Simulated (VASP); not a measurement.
# CdSe (F-43m) in VASP: notebook

CdSe is run at these levels: PBEsol; tasks: single point, relaxation of cell and atoms.

Everything below comes from runs of VASP 6.6.1. Logs are shortened: lines on timing, memory, paths and dates and some standing lists are left out, and cuts for length are marked.

### 1 The cell of the first run

Symmetry: F-43m, No. 216, cubic system. The conventional cell has a = 6.011 Å, b = 6.011 Å, c = 6.011 Å, α = 90.00°, β = 90.00°, γ = 90.00°. Within 3.4 Å of Cd (site symmetry -43m) lie 4 Se at 2.60 Å. Within 3.4 Å of Se (site symmetry -43m) lie 4 Cd at 2.60 Å.

### 2 Single point, PBEsol, non-collinear spin, zero start, spin-orbit coupling

Input file INCAR:

```
SYSTEM = CdSe
PREC = Accurate
ENCUT = 520
EDIFF = 1E-6
ISMEAR = -1
SIGMA = 0.01
LREAL = .FALSE.
LASPH = .TRUE.
NELM = 150
ALGO = Normal
ISIF = 2
LWAVE = .FALSE.
LCHARG = .FALSE.
LNONCOLLINEAR = .TRUE.
MAGMOM = 0 0 0 0 0 0
LORBIT = 11
LSORBIT = .TRUE.
GGA_COMPAT = .FALSE.
LORBMOM = .TRUE.
GGA = PS
NBANDS = 30
```

Input file KPOINTS:

```
regular mesh
0
G
  6 6 6
  0 0 0
```

Input file POSCAR:

```
CdSe
1.0
    3.0054947588      3.0054947588      0.0000000000
   -3.0054947588      3.0054947588      0.0000000000
    0.0000000000      3.0054947588      3.0054947588
Cd Se
1 1
Direct
    0.0000000000      0.0000000000      0.0000000000
    0.7500000000      0.2500000000      0.5000000000
```

Potentials or basis: VASP PAW PBE potentials, release 64 (Cd, Se).

On the command line:

```sh
$ cat potpaw_PBE.64/Cd/POTCAR potpaw_PBE.64/Se/POTCAR > POTCAR
$ mpirun -np 1 vasp_ncl > vasp.out
```

OUTCAR:

```text
SYSTEM = CdSe
   PREC = Accurate
   ENCUT = 520
   EDIFF = 1E-6
   ISMEAR = -1
   LREAL = .FALSE.
   LASPH = .TRUE.
   NELM = 150
   ISIF = 2
   LNONCOLLINEAR = .TRUE.
   LORBIT = 11
   LSORBIT = .TRUE.
   GGA = PS

 ion  position               nearest neighbor table
   1  0.000  0.000  0.000-   2 2.60   2 2.60   2 2.60   2 2.60
   2  0.750  0.250  0.500-   1 2.60   1 2.60   1 2.60   1 2.60

  LATTYP: Found a face centered cubic cell.
 ALAT       =     6.0109895176

  Lattice vectors:

 A1 = (   0.0000000000,   3.0054947588,   3.0054947588)
 A2 = (   3.0054947588,   0.0000000000,   3.0054947588)
 A3 = (   3.0054947588,   3.0054947588,   0.0000000000)

Analysis of symmetry for initial positions (statically):
=====================================================================
 Subroutine PRICEL returns:
 Original cell was already a primitive cell.

 Routine SETGRP: Setting up the symmetry group for a
 face centered cubic supercell.

 Subroutine GETGRP returns: Found 24 space group operations
 (whereof 24 operations were pure point group operations)
 out of a pool of 48 trial point group operations.

The static configuration has the point symmetry T_d .

Analysis of symmetry for dynamics (positions and initial velocities):
=====================================================================
 Subroutine PRICEL returns:
 Original cell was already a primitive cell.

 Routine SETGRP: Setting up the symmetry group for a
 face centered cubic supercell.

 Subroutine GETGRP returns: Found 24 space group operations
 (whereof 24 operations were pure point group operations)
 out of a pool of 48 trial point group operations.

The dynamic configuration has the point symmetry T_d .

Analysis of structural, dynamic, and magnetic symmetry:
=====================================================================
 Subroutine PRICEL returns:
 Original cell was already a primitive cell.

 Routine SETGRP: Setting up the symmetry group for a
 face centered cubic supercell.

 Subroutine GETGRP returns: Found 24 space group operations
 (whereof 24 operations were pure point group operations)
 out of a pool of 48 trial point group operations.

The overall configuration has the point symmetry T_d .

 Subroutine INISYM returns: Found 24 space group operations
 (whereof 24 operations are pure point group operations),
 and found     1 'primitive' translations

----------------------------------------------------------------------------------------

[... 895 lines left out ...]
 -----------------------------------------------------------------------------------
    total drift:                               -0.000000     -0.000000      0.000000

  FREE ENERGIE OF THE ION-ELECTRON SYSTEM (eV)
  ---------------------------------------------------
  free  energy   TOTEN  =        -6.2056090980 eV

  energy  without entropy=       -6.2056090980  energy(sigma->0) =       -6.20560910

 orbital moment (x)

 # of ion     p       d       tot
 ----------------------------------------
  1        -0.000  -0.000  -0.000
  2        -0.000   0.000   0.000
 ----------------------------------------
           -0.000  -0.000  -0.000

 orbital moment (y)

 # of ion     p       d       tot
 ----------------------------------------
  1        -0.000  -0.000  -0.000
  2        -0.000   0.000  -0.000
 ----------------------------------------
           -0.000  -0.000  -0.000

 orbital moment (z)

 # of ion     p       d       tot
 ----------------------------------------
  1         0.000  -0.000  -0.000
  2         0.000   0.000   0.000
 ----------------------------------------
            0.000  -0.000  -0.000

 Spin-Orbit-Coupling matrix elements

 Ion:    1  E_soc:     -0.0597534
 l=   1
     0.0000000    -0.0029219    -0.0029219
    -0.0029219     0.0000000    -0.0029219
    -0.0029219    -0.0029219     0.0000000
 l=   2
     0.0000000    -0.0014329     0.0000000    -0.0014329    -0.0056041
    -0.0014329     0.0000000    -0.0042031    -0.0014329    -0.0014010
     0.0000000    -0.0042031     0.0000000    -0.0042031     0.0000000
    -0.0014329    -0.0014329    -0.0042031     0.0000000    -0.0014010
    -0.0056041    -0.0014010     0.0000000    -0.0014010     0.0000000
 l=   3
     0.0000000     0.0000000     0.0000000     0.0000000     0.0000000     0.0000000     0.0000000
     0.0000000     0.0000000     0.0000000     0.0000000     0.0000000     0.0000000     0.0000000
     0.0000000     0.0000000     0.0000000     0.0000000     0.0000000     0.0000000     0.0000000
     0.0000000     0.0000000     0.0000000     0.0000000     0.0000000     0.0000000     0.0000000
     0.0000000     0.0000000     0.0000000     0.0000000     0.0000000     0.0000000     0.0000000
     0.0000000     0.0000000     0.0000000     0.0000000     0.0000000     0.0000000     0.0000000
     0.0000000     0.0000000     0.0000000     0.0000000     0.0000000     0.0000000     0.0000000

 Ion:    2  E_soc:     -0.0396149
 l=   1
     0.0000000    -0.0065941    -0.0065941
    -0.0065941     0.0000000    -0.0065941
    -0.0065941    -0.0065941     0.0000000
 l=   2
     0.0000000    -0.0000038     0.0000000    -0.0000038    -0.0000045
    -0.0000038     0.0000000    -0.0000034    -0.0000038    -0.0000011
     0.0000000    -0.0000034     0.0000000    -0.0000034     0.0000000
    -0.0000038    -0.0000038    -0.0000034     0.0000000    -0.0000011
    -0.0000045    -0.0000011     0.0000000    -0.0000011     0.0000000
 l=   3
     0.0000000     0.0000000     0.0000000     0.0000000     0.0000000     0.0000000     0.0000000
     0.0000000     0.0000000     0.0000000     0.0000000     0.0000000     0.0000000     0.0000000
     0.0000000     0.0000000     0.0000000     0.0000000     0.0000000     0.0000000     0.0000000
     0.0000000     0.0000000     0.0000000     0.0000000     0.0000000     0.0000000     0.0000000
     0.0000000     0.0000000     0.0000000     0.0000000     0.0000000     0.0000000     0.0000000
     0.0000000     0.0000000     0.0000000     0.0000000     0.0000000     0.0000000     0.0000000
     0.0000000     0.0000000     0.0000000     0.0000000     0.0000000     0.0000000     0.0000000

 total charge

# of ion       s       p       d       tot
------------------------------------------
    1        0.455   0.340   9.551  10.346
    2        1.444   2.397   0.026   3.866
--------------------------------------------------
tot          1.898   2.737   9.576  14.212

 magnetization (x)

# of ion       s       p       d       tot
------------------------------------------
    1       -0.000   0.000   0.000  -0.000
    2       -0.000   0.000   0.000   0.000
--------------------------------------------------
tot         -0.000   0.000   0.000   0.000

 magnetization (y)

# of ion       s       p       d       tot
------------------------------------------
    1       -0.000   0.000  -0.000   0.000
    2       -0.000  -0.000  -0.000  -0.000
--------------------------------------------------
tot         -0.000  -0.000  -0.000  -0.000

 magnetization (z)

# of ion       s       p       d       tot
------------------------------------------
    1       -0.000  -0.000   0.000  -0.000
    2        0.000   0.000   0.000   0.000
--------------------------------------------------
tot         -0.000  -0.000   0.000  -0.000
```

Run time: 33 s. Hardware: 1 thread of Intel Xeon 6975P-C (Granite Rapids), shared host; peak memory 0.32 GiB.

What came out:

```yaml
Free_energy: -6.2056 eV
Pressure: 2.4 GPa
Net_moment: 0.00 μB per cell
Valence_electrons_inside_the_program's_atomic_spheres: Cd 10.35; Se 3.87
```

Moments on the atoms (μB; x, y, z):
```
Cd  0.00 0.00 0.00
Se  0.00 0.00 0.00
```

Caveat: the PAW data sets were made with another functional, which shifts forces and pressure a little.

### 3 Single point, PBEsol, non-collinear spin, zero start, spin-orbit coupling

This run uses another cell than the first one, of 28.13 Å³/atom, 1.036 times its volume.

Input file INCAR:

```
ALGO = Normal
EDIFF = 1E-7
ENCUT = 520
GGA = PS
GGA_COMPAT = False
ISIF = 2
ISMEAR = -1
LASPH = True
LCHARG = True
LORBIT = 11
LORBMOM = True
LREAL = False
LSORBIT = True
LVHAR = True
LWAVE = False
MAGMOM = 0 0 0 0 0 0
NBANDS = 30
NELM = 150
PREC = Accurate
SIGMA = 0.01
```

Input file KPOINTS:

```
k-points
0
Gamma
  6 6 6
```

Input file POSCAR:

```
CdSe
1.0
    3.0413144136      3.0413144136      0.0000000000
   -3.0413144136      3.0413144136      0.0000000000
    0.0000000000      3.0413144136      3.0413144136
Cd Se
1 1
Direct
    0.0000000000      0.0000000000      0.0000000000
    0.7500000000      0.2500000000      0.5000000000
```

Potentials or basis: VASP PAW PBE potentials, release 64 (Cd, Se).

On the command line:

```sh
$ cat potpaw_PBE.64/Cd/POTCAR potpaw_PBE.64/Se/POTCAR > POTCAR
$ mpirun -np 1 vasp_ncl > vasp.out
```

It took 38 s on 1 thread of Intel Xeon 6975P-C (Granite Rapids), shared host; peak memory 0.33 GiB.

The run converged. Its results:

| Item | Value |
| --- | --- |
| Free energy | -6.2217 eV |
| Pressure | 0.3 GPa |
| Net moment | 0.00 μB per cell |
| Valence electrons inside the program's atomic spheres | Cd 10.32; Se 3.85 |

Moments on the atoms (μB; x, y, z):
```
Cd  0.00 0.00 0.00
Se  0.00 0.00 0.00
```

Caveat: the PAW data sets were made with another functional, which shifts forces and pressure a little.

### 4 Single point, PBEsol, non-collinear spin, zero start, spin-orbit coupling

This run uses another cell than the first one, of 29.36 Å³/atom, 1.081 times its volume.

Input file INCAR:

```
SYSTEM = CdSe
PREC     = Accurate       ! precision mode
ENCUT    = 520            ! plane-wave cutoff, eV
EDIFF    = 1E-6           ! SCF threshold, eV
ISMEAR   = -1             ! smearing method
SIGMA    = 0.01           ! smearing width, eV
LREAL    = .False.        ! projectors in reciprocal space
LASPH    = .True.         ! aspherical terms in the spheres
NELM     = 150            ! most SCF steps
ALGO     = Normal         ! electronic algorithm
ISIF     = 2              ! what is computed and relaxed
LWAVE    = .False.        ! write WAVECAR
LCHARG   = .False.        ! write CHGCAR
MAGMOM   = 0 0 0 0 0 0    ! initial moments
LORBIT   = 11             ! projections on sites
LSORBIT  = .True.         ! spin-orbit coupling
GGA_COMPAT= .False.      
LORBMOM  = .True.       
GGA      = PS             ! functional
NBANDS   = 30             ! bands
```

Input file KPOINTS:

```
Automatic mesh
0
Gamma
  6 6 6
  0 0 0
```

Input file POSCAR:

```
CdSe
1.0
    3.0850073334      3.0850073334      0.0000000000
   -3.0850073334      3.0850073334      0.0000000000
    0.0000000000      3.0850073334      3.0850073334
Cd Se
1 1
Direct
    0.0000000000      0.0000000000      0.0000000000
    0.7500000000      0.2500000000      0.5000000000
```

On the command line:

```sh
$ cat potpaw_PBE.64/Cd/POTCAR potpaw_PBE.64/Se/POTCAR > POTCAR
$ mpirun -np 1 vasp_ncl > vasp.out
```

Run time: 34 s. Hardware: 1 thread of Intel Xeon 6975P-C (Granite Rapids), shared host; peak memory 0.33 GiB.

It converged, with:

- Free energy: -6.2100 eV
- Pressure: -1.8 GPa
- Net moment: 0.00 μB per cell
- Valence electrons inside the program's atomic spheres: Cd 10.29; Se 3.82

Moments on the atoms (μB; x, y, z):
```
Cd  0.00 0.00 0.00
Se  0.00 0.00 0.00
```

Caveat: the PAW data sets were made with another functional, which shifts forces and pressure a little.

### 5 Relaxation of cell and atoms, PBEsol

This run uses another cell than the first one, of 28.94 Å³/atom, 1.066 times its volume.

Input file INCAR:

```
SYSTEM = CdSe
PREC = Accurate ; ENCUT = 600
EDIFF = 1E-7 ; ISMEAR = -1
SIGMA = 0.05 ; LREAL = .FALSE.
LASPH = .TRUE. ; NELM = 80
ALGO = Normal ; ISIF = 3
LWAVE = .FALSE. ; LCHARG = .FALSE.
GGA = PS ; IBRION = 2
NSW = 100 ; EDIFFG = -0.002
```

Input file KPOINTS:

```
Automatic mesh
0
G
  10 10 10
  0 0 0
```

Input file POSCAR:

```
CdSe
1.0
    3.0702711986      3.0702711986      0.0000000000
   -3.0702711986      3.0702711986      0.0000000000
    0.0000000000      3.0702711986      3.0702711986
Cd Se
1 1
Direct
    0.0000000000      0.0000000000      0.0000000000
    0.7500000000      0.2500000000      0.5000000000
```

On the command line:

```sh
$ cat potpaw_PBE.64/Cd/POTCAR potpaw_PBE.64/Se/POTCAR > POTCAR
$ mpirun -np 1 vasp_std > vasp.out
```

Run time: 41 s. Hardware: 1 thread of Intel Xeon 6975P-C (Granite Rapids), shared host; peak memory 0.24 GiB.

Results (log left out):

| Item | Value |
| --- | --- |
| Free energy | -6.1785 eV |
| Relaxed volume | 28.27 Å³/atom |
| Relaxed cell | a = 4.308 Å, b = 4.308 Å, c = 4.308 Å, α = 60.00°, β = 60.00°, γ = 90.00° |
| Space group after relaxing (to 0.05 Å) | F-43m (No. 216) |
| Energy gained by relaxing | 2.5 meV/atom |
| Ionic steps | 3 |
| Pressure after relaxing | 0.0 GPa |
| Band gap on the k mesh | 0.47 eV, direct |

Step by step:
```
step  energy change (eV)  largest force (eV/Å)  pressure (GPa)  volume (Å³)
   1              0.0000                0.0000           -1.15        57.88
   2             -0.0045                0.0000            0.37        56.15
   3             -0.0049                0.0000            0.00        56.54
```

Final structure:
```cif
data_structure
_symmetry_space_group_name_H-M 'P 1'
_symmetry_Int_Tables_number 1
_cell_length_a 4.3083
_cell_length_b 4.3083
_cell_length_c 4.3083
_cell_angle_alpha 60.000
_cell_angle_beta 60.000
_cell_angle_gamma 90.000
_cell_volume 56.54
loop_
_atom_site_label
_atom_site_type_symbol
_atom_site_fract_x
_atom_site_fract_y
_atom_site_fract_z
_atom_site_occupancy
Cd1 Cd 0.00000 0.00000 0.00000 1
Se1 Se 0.75000 0.25000 0.50000 1
```

Levels at points of the mesh, in eV from the valence-band top:
```csv
k point,band 5,band 6,band 7,band 8,band 9,band 10,band 11,band 12,band 13
"(0.00, 0.00, 0.00)",-7.52,-7.52,0.00,0.00,0.00,0.47,5.86,5.86,5.86
"(0.50, 0.00, 0.00)",-7.50,-7.23,-4.42,-0.75,-0.75,2.28,6.36,6.36,7.27
"(0.50, 0.50, 0.00)",-7.46,-7.17,-4.11,-1.86,-1.86,3.01,3.67,8.95,10.10
```

Caveat: the PAW data sets were made with another functional, which shifts forces and pressure a little. A hybrid or GW would open this gap; PBEsol tends to underestimate it.

### 6 Summary

| task | spin | cell | k mesh | cutoff (eV) | smearing | pressure (GPa) | moment (μB) |
| --- | --- | --- | --- | --- | --- | --- | --- |
| single point | non-collinear, zero start, SOC | a = 4.250 Å, angles 60.0, 60.0, 90.0°, 2 atoms | 6 × 6 × 6 | 520 | fermi-dirac 0.01 eV | 2.4 | 0.00 |
| single point | non-collinear, zero start, SOC | a = 4.301 Å, angles 60.0, 60.0, 90.0°, 2 atoms | 6 × 6 × 6 | 520 | fermi-dirac 0.01 eV | 0.3 | 0.00 |
| single point | non-collinear, zero start, SOC | a = 4.363 Å, angles 60.0, 60.0, 90.0°, 2 atoms | 6 × 6 × 6 | 520 | fermi-dirac 0.01 eV | -1.8 | 0.00 |
| relaxation of cell and atoms | off | relaxed from a = 4.342 Å, angles 60.0, 60.0, 90.0°, 2 atoms | 10 × 10 × 10 | 600 | fermi-dirac 0.05 eV | 0.0 | - |

Alike in all rows: level PBEsol; potentials or basis VASP PAW PBE potentials, release 64 (Cd, Se).

Caveats: the PAW data sets were made with another functional, which shifts forces and pressure a little.

Total energies depend on the potentials used, so only differences within one code and one set of settings carry meaning.
